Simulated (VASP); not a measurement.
Input of a VASP 6.6.1 run:

INCAR

```
PREC = Accurate ; ENCUT = 750
EDIFF = 1E-6 ; ISMEAR = 0
SIGMA = 0.01 ; LREAL = F
LASPH = T ; NELM = 120
ALGO = Normal ; ISIF = 2
LWAVE = F ; LCHARG = F
NBANDS = 15 ; GGA_COMPAT = F
```

Contents of KPOINTS:

```
Automatic mesh
0
Gamma
  8 8 8
```

The input POSCAR:

```
MgS
1.0
    2.5860869286      2.5860869286      0.0000000000
   -2.5860869286      2.5860869286      0.0000000000
    0.0000000000      2.5860869286      2.5860869286
Mg S
1 1
Direct
    0.0000000000      0.0000000000      0.0000000000
    0.5000000000      0.5000000000      0.0000000000
```

Potentials or basis: VASP PAW LDA potentials, release 64 (Mg_sv, S).

Run with:

```bash
$ cat potpaw_LDA.64/Mg_sv/POTCAR potpaw_LDA.64/S/POTCAR > POTCAR
$ mpirun -np 1 vasp_std > vasp.out
```

**Question.** Estimate the pressure.

**Answer.** -2.2 GPa.

**Question.** What does it give for the band gap on the k mesh?

**Answer.** 2.62 eV (least direct gap 3.65 eV).

A k mesh can miss the band edges.
